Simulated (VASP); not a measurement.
Here is a VASP 6.6.1 calculation.

File POSCAR:

```
BN
1.0
    2.5009391346      0.0000000000      0.0000000000
   -1.2504695673      2.1658768239      0.0000000000
    0.0000000000      0.0000000000      6.8721413324
B N
2 2
Direct
    0.3333333333      0.6666666667      0.2500000000
    0.6666666667      0.3333333333      0.7500000000
    0.3333333333      0.6666666667      0.7500000000
    0.6666666667      0.3333333333      0.2500000000
```

File INCAR.step1:

```
ALGO = Normal
EDIFF = 1E-4
ENCUT = 520
GGA = PE
ISMEAR = 0
LASPH = True
LCHARG = False
LREAL = False
LWAVE = True
NBANDS = 16
NELM = 60
PREC = Accurate
SIGMA = 0.02
```

File INCAR.step2:

```
ALGO = Normal
EDIFF = 1E-7
ENCUT = 520
ISIF = 2
ISMEAR = 0
ISTART = 1
LASPH = True
LCHARG = False
LMIXTAU = True
LREAL = False
LWAVE = False
METAGGA = R2SCAN
NBANDS = 16
NELM = 60
PREC = Accurate
SIGMA = 0.02
```

Contents of KPOINTS:

```
k-points
0
Gamma
  12 12 4
```

Potentials or basis: VASP PAW PBE potentials, release 64 (B, N).

Launch:

```console
$ cat potpaw_PBE.64/B/POTCAR potpaw_PBE.64/N/POTCAR > POTCAR
$ cp INCAR.step1 INCAR
$ mpirun -np 1 vasp_std > vasp.out
$ cp INCAR.step2 INCAR
$ mpirun -np 1 vasp_std > vasp.out
```

Question: Estimate the band gap on the k mesh.

Answer: 4.93 eV (least direct gap 5.37 eV).

Question: Estimate the pressure.

Answer: 0.4 GPa.

Stress tensor (GPa, compression positive):
```
 0.69  0.00  0.00
 0.00  0.69  0.00
 0.00  0.00 -0.24
```

Caveat: the PAW data sets were made with another functional, which shifts forces and pressure a little. A k mesh can miss the band edges.
